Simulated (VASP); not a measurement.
Na: single point with PBE

Na:

```xyz
2
Lattice="3.7670 0.0000 0.0000 -1.8835 3.2623 0.0000 0.0000 0.0000 6.1540" Properties=species:S:1:pos:R:3 pbc="T T T"
Na    0.0000    2.1749    1.5385
Na    1.8835    1.0874    4.6155
```

This isn't the form of Na at room conditions, which is bcc.

```yaml
Program: VASP 6.6.1
Task: single point
Functional: PBE
Potentials_or_basis: VASP PAW PBE potentials, release 64 (Na_pv)
Cutoff: 520 eV
k_mesh: 12 × 12 × 8
Occupations: gaussian, width 0.05 eV
Spin: no spin polarisation
```

- Pressure: -0.2 GPa
- Band gap on the k mesh: zero (bands 7 and 8 overlap by 4.28 eV)

Levels at points of the mesh, in eV from the Fermi level:
| k point | band 3 | band 4 | band 5 | band 6 | band 7 | band 8 | band 9 | band 10 | band 11 | band 12 |
| --- | --- | --- | --- | --- | --- | --- | --- | --- | --- | --- |
| (0.00, 0.00, 0.00) | -24.91 | -24.91 | -24.91 | -24.91 | -3.23 | 0.56 | 0.94 | 9.88 | 9.88 | 10.22 |
| (0.50, 0.00, 0.00) | -24.92 | -24.92 | -24.91 | -24.91 | 0.25 | 0.36 | 3.83 | 3.84 | 4.30 | 4.53 |
| (0.00, 0.00, 0.50) | -24.91 | -24.91 | -24.91 | -24.91 | -2.22 | -2.22 | 5.46 | 5.46 | 10.46 | 10.46 |
| (0.50, 0.00, 0.50) | -24.92 | -24.92 | -24.92 | -24.92 | 1.06 | 1.06 | 1.52 | 1.52 | 7.61 | 7.61 |

Run time: 86 s on 1 thread of Intel Xeon 8259CL (shared host), peak memory 0.22 GiB.
